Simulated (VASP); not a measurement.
# Pb (I4/mmm) in VASP: a series of runs

Runs on Pb. Level: PBE. Tasks: single point.

Program: VASP 6.6.1. These are calculated values, not measurements. Logs are shortened: lines on timing, memory, paths and dates and some standing lists are left out, and cuts for length are marked.

### 1 The cell of the first run

The structure is tetragonal, space group I4/mmm (No. 139). The conventional cell has a = 3.406 Å, b = 3.406 Å, c = 5.187 Å, α = 90.00°, β = 90.00°, γ = 90.00°. Within 4.5 Å of Pb (site symmetry 4/mmm) lie 12 Pb at 3.41 to 3.54 Å.

### 2 Single point, PBE (strain -0.025 along x and y, +0.050 along z)

INCAR

```
SYSTEM = Pb
  PREC = Accurate
  ENCUT = 520
  EDIFF = 1E-7
  ISMEAR = 0
  SIGMA = 0.15
  LREAL = .FALSE.
  LASPH = .TRUE.
  NELM = 100
  ALGO = Fast
  ISIF = 2
  LWAVE = .FALSE.
  LCHARG = .FALSE.
  GGA = PE
  NBANDS = 13
```

KPOINTS

```
Automatic mesh
0
G
  16 16 16
  0 0 0
```

POSCAR

```
Pb
1.0
    0.0000000000      2.4080550000      2.5932900000
    2.4080550000      0.0000000000      2.5932900000
    2.4080550000      2.4080550000      0.0000000000
Pb
1
Direct
    0.0000000000      0.0000000000      0.0000000000
```

Potentials or basis: VASP PAW PBE potentials, release 64 (Pb_d).

The run is started by

```sh
cat potpaw_PBE.64/Pb_d/POTCAR > POTCAR
mpirun -np 1 vasp_std > vasp.out
```

OUTCAR:

```text
SYSTEM = Pb
   PREC = Accurate
   ENCUT = 520
   EDIFF = 1E-7
   ISMEAR = 0
   LREAL = .FALSE.
   LASPH = .TRUE.
   NELM = 100
   ISIF = 2
   GGA = PE

 ion  position               nearest neighbor table
   1  0.000  0.000  0.000-

  LATTYP: Found a body centered tetragonal cell.
 ALAT       =     3.4055040399
 C/A-ratio  =     1.5229992210

  Lattice vectors:

 A1 = (  -2.4080550000,   0.0000000000,   2.5932900000)
 A2 = (   2.4080550000,   0.0000000000,   2.5932900000)
 A3 = (   0.0000000000,   2.4080550000,  -2.5932900000)

Analysis of symmetry for initial positions (statically):
=====================================================================
 Subroutine PRICEL returns:
 Original cell was already a primitive cell.

 Routine SETGRP: Setting up the symmetry group for a
 body centered tetragonal supercell.

 Subroutine GETGRP returns: Found 16 space group operations
 (whereof 16 operations were pure point group operations)
 out of a pool of 16 trial point group operations.

The static configuration has the point symmetry D_4h.

Analysis of symmetry for dynamics (positions and initial velocities):
=====================================================================
 Subroutine PRICEL returns:
 Original cell was already a primitive cell.

 Routine SETGRP: Setting up the symmetry group for a
 body centered tetragonal supercell.

 Subroutine GETGRP returns: Found 16 space group operations
 (whereof 16 operations were pure point group operations)
 out of a pool of 16 trial point group operations.

The dynamic configuration has the point symmetry D_4h.

 Subroutine INISYM returns: Found 16 space group operations
 (whereof 16 operations are pure point group operations),
 and found     1 'primitive' translations

----------------------------------------------------------------------------------------

                                     Primitive cell

  volume of cell :      30.0756

  direct lattice vectors                    reciprocal lattice vectors
     0.000000000  2.408055000  2.593290000    -0.207636453  0.207636453  0.192805278
     2.408055000  0.000000000  2.593290000     0.207636453 -0.207636453  0.192805278
     2.408055000  2.408055000  0.000000000     0.207636453  0.207636453 -0.192805278

  length of vectors
     3.538909706  3.538909706  3.405504040     0.351282890  0.351282890  0.351282890

  position of ions in fractional coordinates (direct lattice)
     0.000000000  0.000000000  0.000000000

  ion indices of the primitive-cell ions
   primitive index   ion index
                 1           1

----------------------------------------------------------------------------------------

 KPOINTS: Automatic mesh

Automatic generation of k-mesh.
 Grid dimensions read from file:
 generate k-points for:   16   16   16

 Generating k-lattice:

  Cartesian coordinates                     Fractional coordinates (reciprocal lattice)
    -0.012977278  0.012977278  0.012050330     0.062500000  0.000000000  0.000000000
     0.012977278 -0.012977278  0.012050330     0.000000000  0.062500000  0.000000000
     0.012977278  0.012977278 -0.012050330     0.000000000  0.000000000  0.062500000

  Length of vectors
     0.021955181  0.021955181  0.021955181

  Shift w.r.t. Gamma in fractional coordinates (k-lattice)
     0.000000000  0.000000000  0.000000000

 Subroutine IBZKPT returns following result:
 ===========================================

 Found    349 irreducible k-points:

 Following reciprocal coordinates:
            Coordinates               Weight
  0.000000  0.000000  0.000000      1.000000
  0.062500  0.000000  0.000000      8.000000
  0.125000  0.000000  0.000000      8.000000
  0.187500  0.000000  0.000000      8.000000
  0.250000  0.000000  0.000000      8.000000
  0.312500 -0.000000  0.000000      8.000000
[... 16 lines left out ...]
 -0.125000  0.062500  0.000000      8.000000
 -0.062500  0.062500  0.000000      4.000000
 [... further k-points ...]
   k-points           NKPTS =    349   k-points in BZ     NKDIM =    349   number of bands    NBANDS=     13
   number of dos      NEDOS =    301   number of ions     NIONS =      1
   total plane-waves  NPLWV =  21952
   dimension x,y,z NGX =    28 NGY =   28 NGZ =   28
   dimension x,y,z NGXF=    56 NGYF=   56 NGZF=   56
   ions per type =               1
   NGX,Y,Z   is equivalent  to a cutoff of  13.15, 13.15, 13.67 a.u.
   NGXF,Y,Z  is equivalent  to a cutoff of  26.31, 26.31, 27.34 a.u.
 SYSTEM =  Pb
   PREC   = accura    normal or accurate (medium, high low for compatibility)
   ISTART =      0    job   : 0-new  1-cont  2-samecut
   ICHARG =      2    charge: 1-file 2-atom 10-const
   ISPIN  =      1    spin polarized calculation?
   LNONCOLLINEAR =      F non collinear calculations
   LSORBIT =      F    spin-orbit coupling
   LASPH  =      T    aspherical Exc in radial PAW
   ENCUT  =  520.0 eV  38.22 Ry    6.18 a.u.   6.58  6.58  6.33*2*pi/ulx,y,z
   NELM   =    100;   NELMIN=  2; NELMDL= -5     # of ELM steps
   EDIFF  = 0.1E-06   stopping-criterion for ELM
   LREAL  =      F    real-space projection
   EDIFFG = 0.1E-05   stopping-criterion for IOM
   NSW    =      0    number of steps for IOM
   IBRION =     -1    ionic relax: 0-MD 1-quasi-New 2-CG
   NFREE  =      0    steps in history (QN), initial steepest desc. (CG)
   ISIF   =      2    stress and relaxation
   ISYM   =      2    0-nonsym 1-usesym 2-fastsym
   POTIM  = 0.5000    time-step for ionic-motion
   TEBEG  =    0.0;   TEEND  =   0.0 temperature during run
   PSTRESS=    0.0 pullay stress
   NELECT =      14.0000    total number of electrons
   NUPDOWN=      -1.0000    fix difference up-down
   EMIN   =  10.00;   EMAX   =-10.00  energy-range for DOS
   EFERMI =   0.00;   METHOD = LEGACY
   ISMEAR =     0;   SIGMA  =   0.15  broadening in eV -4-tet -1-fermi 0-gaus
   EFERMI_NEDOS =   21; number of points for ismear=-14 and -15
   IALGO  =     68    algorithm
   IMIX   =      4    mixing-type and parameters
     AMIX     =   0.40;   BMIX     =  1.00
     AMIX_MAG =   1.60;   BMIX_MAG =  1.00
  volume/ion in A,a.u.               =      30.08       202.96
  Fermi-wavevector in a.u.,A,eV,Ry     =   1.268760  2.397609 21.902012  1.609752
  Thomas-Fermi vector in A             =   2.401838
   LORBIT       =      0    0 simple, 1 ext, 2 COOP (PROOUT), +10 PAW based schemes
   GGA     = PE    functional components
   LHFCALC =     F    Hartree Fock is set to
   AEXX    =    0.0000 exact exchange contribution
   IVDW    =     0    specifies the selected vdW correction
   LEPSILON=     F    determine dielectric tensor
   LRPA    =     F    only Hartree local field effects (RPA)
 non-spin polarized calculation
 RMM-DIIS sequential band-by-band and
 Gauss-broadening in eV      SIGMA  =   0.15
  energy-cutoff  :      520.00
  volume of cell :       30.08
 maximum number of plane-waves:       828
   NGX = 13   NGY = 13   NGZ = 13

 number of electron      13.9999997 magnetization

 Free energy of the ion-electron system (eV)
  ---------------------------------------------------
  ext. energy  EPLUGINS =         0.00000000
  ---------------------------------------------------
  free energy    TOTEN  =        -3.54623308 eV

  energy without entropy =       -3.54122951  energy(sigma->0) =       -3.54373129

 E-fermi :   7.4006     XC(G=0): -10.2236

 val. band max:        7.3967423310   @ k =   0.3125   0.3125   0.0000
 cond. band min:       7.4096030907   @ k =   0.3750   0.1875   0.0625
 fundamental gap:      0.0128607598
 Fermi energy:         7.4005916759

 k-point     1 :       0.0000    0.0000    0.0000
  band No.  band energies     occupation
      1      -9.7736      2.00000
      2      -9.6723      2.00000
      3      -9.6723      2.00000
      4      -9.6089      2.00000
      5      -9.5216      2.00000
      6      -4.4388      2.00000
      7      14.8332      0.00000
      8      14.8332      0.00000
      9      14.9128      0.00000
     10      17.1983      0.00000
     11      18.8390      0.00000
     12      19.8867      0.00000
     13      20.0093      0.00000

 k-point     2 :       0.0625    0.0000    0.0000
  band No.  band energies     occupation
      1      -9.7677      2.00000
      2      -9.6721      2.00000
      3      -9.6670      2.00000
      4      -9.6076      2.00000
      5      -9.5235      2.00000
      6      -4.3628      2.00000
      7      13.8973      0.00000
      8      14.7480      0.00000
      9      14.7722      0.00000
     10      17.0074      0.00000
     11      19.2740      0.00000
     12      19.8942      0.00000
     13      20.1598      0.00000

 k-point     3 :       0.1250    0.0000    0.0000
  band No.  band energies     occupation
      1      -9.7535      2.00000
      2      -9.6734      2.00000
      3      -9.6533      2.00000
      4      -9.5999      2.00000
      5      -9.5277      2.00000
      6      -4.1345      2.00000
      7      12.0425      0.00000
      8      14.3773      0.00000
      9      14.6102      0.00000
     10      16.7557      0.00000
     11      19.2831      0.00000
     12      19.9609      0.00000
     13      20.6952      0.00000
[... 305 lines left out ...]
 k-point    23 :      -0.1250    0.0625    0.0000
  band No.  band energies     occupation
      1      -9.7285      2.00000
      2      -9.6868      2.00000
      3      -9.6457      2.00000
      4      -9.5796      2.00000
      5      -9.5427      2.00000
      6      -3.9368      2.00000
      7      11.1830      0.00000
      8      13.1148      0.00000
      9      15.0162      0.00000
     10      17.0544      0.00000
     11      19.6766      0.00000
     12      20.3308      0.00000
     13      20.3445      0.00000

 k-point    24 :      -0.0625    0.0625    0.0000
  band No.  band energies     occupation
      1      -9.7477      2.00000
      2      -9.6802      2.00000
      3      -9.6606      2.00000
      4      -9.5980      2.00000
      5      -9.5327      2.00000
      6      -4.2261      2.00000
      7      12.8912      0.00000
      8      13.8966      0.00000
      9      14.9786      0.00000
     10      16.9791      0.00000
     11      19.3992      0.00000
     12      20.1023      0.00000
     13      20.4437      0.00000

 [... further k-points ...]

------------------------ aborting loop because EDIFF is reached ----------------------------------------

  FORCE on cell =-STRESS in cart. coord.  units (eV):
  Direction    XX          YY          ZZ          XY          YZ          ZX
  --------------------------------------------------------------------------------------
  -------------------------------------------------------------------------------------
  Total        0.6118207      0.6118207      0.3696626      0.0000000      0.0000000      0.0000000
  in kB       32.5927389     32.5927389     19.6925615      0.0000000      0.0000000      0.0000000
  external PRESSURE =      28.2926798 kB  Pullay stress =       0.0000000 kB

 VOLUME and BASIS-vectors are now :
 -----------------------------------------------------------------------------
  energy-cutoff  :      520.00
  volume of cell :       30.08
      direct lattice vectors                 reciprocal lattice vectors
     0.000000000  2.408055000  2.593290000    -0.207636453  0.207636453  0.192805278
     2.408055000  0.000000000  2.593290000     0.207636453 -0.207636453  0.192805278
     2.408055000  2.408055000  0.000000000     0.207636453  0.207636453 -0.192805278

 POSITION                                       TOTAL-FORCE (eV/Angst)
 -----------------------------------------------------------------------------------
      0.00000      0.00000      0.00000        -0.000000      0.000000      0.000000
 -----------------------------------------------------------------------------------
    total drift:                               -0.000000     -0.000000     -0.000000

  FREE ENERGIE OF THE ION-ELECTRON SYSTEM (eV)
  ---------------------------------------------------
  free  energy   TOTEN  =        -3.5462330832 eV

  energy  without entropy=       -3.5412295060  energy(sigma->0) =       -3.54373129
```

Wall time 1.9 min (1 thread of Intel Xeon Platinum 8488C (Sapphire Rapids), shared host); peak memory 0.25 GiB.

Results:

- Free energy: -3.5462 eV
- Pressure: 2.8 GPa
- Band gap on the k mesh: zero (band 7 reaches 14.83 eV, above the bottom of band 8 at 5.47 eV)

Stress tensor (GPa, compression positive):
```
3.26 0.00 0.00
0.00 3.26 0.00
0.00 0.00 1.97
```

Levels at points of the mesh, in eV from the Fermi level:
```
           k point  band 4  band 5  band 6  band 7  band 8  band 9  band 10  band 11
(0.00, 0.00, 0.00)  -17.01  -16.92  -11.84    7.43    7.43    7.51     9.80    11.44
(0.50, 0.00, 0.00)  -16.84  -16.81   -8.15   -4.27    4.88    6.25     9.06     9.40
(0.50, 0.50, 0.00)  -16.80  -16.80   -7.31   -3.70    2.66    2.66     5.99     7.20
(0.50, 0.00, 0.50)  -16.82  -16.75   -6.44   -3.12    1.51    2.01     5.13     6.42
```

Caveat: the cell differs from its parent crystal (strain -0.025 along x and y, +0.050 along z); spin-orbit coupling is left out, which moves the levels of the heavy elements.

### 3 Single point, PBE (strain +0.025 along x and y, -0.050 along z)

INCAR

```
SYSTEM = Pb
ALGO = Normal
EDIFF = 1E-6
ENCUT = 520
GGA = PE
ISIF = 2
ISMEAR = 0
LASPH = .TRUE.
LCHARG = .FALSE.
LREAL = .FALSE.
LWAVE = .FALSE.
NBANDS = 13
NELM = 80
PREC = Accurate
SIGMA = 0.15
```

KPOINTS

```
k-points
0
G
  16 16 16
  0 0 0
```

POSCAR

```
Pb
1.0
    0.0000000000      2.5315450000      2.3463100000
    2.5315450000      0.0000000000      2.3463100000
    2.5315450000      2.5315450000      0.0000000000
Pb
1
Direct
    0.0000000000      0.0000000000      0.0000000000
```

Potentials or basis: VASP PAW PBE potentials, release 64 (Pb_d).

The run is started by

```sh
cat potpaw_PBE.64/Pb_d/POTCAR > POTCAR
mpirun -np 1 vasp_std > vasp.out
```

Wall time 65 s (1 thread of Intel Xeon Platinum 8488C (Sapphire Rapids), shared host); peak memory 0.25 GiB.

It converged, with:

```
Free energy            : -3.5455 eV
Pressure               : 2.7 GPa
Band gap on the k mesh : zero (band 7 reaches 14.77 eV, above the bottom of band 8 at 5.56 eV)
```

Stress tensor (GPa, compression positive):
```
2.32 0.00 0.00
0.00 2.32 0.00
0.00 0.00 3.51
```

Levels at points of the mesh, in eV from the Fermi level:
```tsv
k point	band 3	band 4	band 5	band 6	band 7	band 8	band 9	band 10	band 11	band 12
(0.00, 0.00, 0.00)	-17.06	-17.02	-16.94	-11.85	7.35	7.51	7.51	9.79	11.44	12.52
(0.50, 0.00, 0.00)	-17.07	-16.86	-16.82	-8.17	-4.28	4.99	6.02	9.20	9.49	10.63
(0.50, 0.50, 0.00)	-16.85	-16.80	-16.80	-6.20	-2.88	1.41	1.41	4.85	6.11	17.59
(0.50, 0.00, 0.50)	-16.86	-16.84	-16.78	-7.02	-3.55	2.13	2.60	5.69	6.96	17.93
```

Caveat: the cell differs from its parent crystal (strain +0.025 along x and y, -0.050 along z); spin-orbit coupling is left out, which moves the levels of the heavy elements.
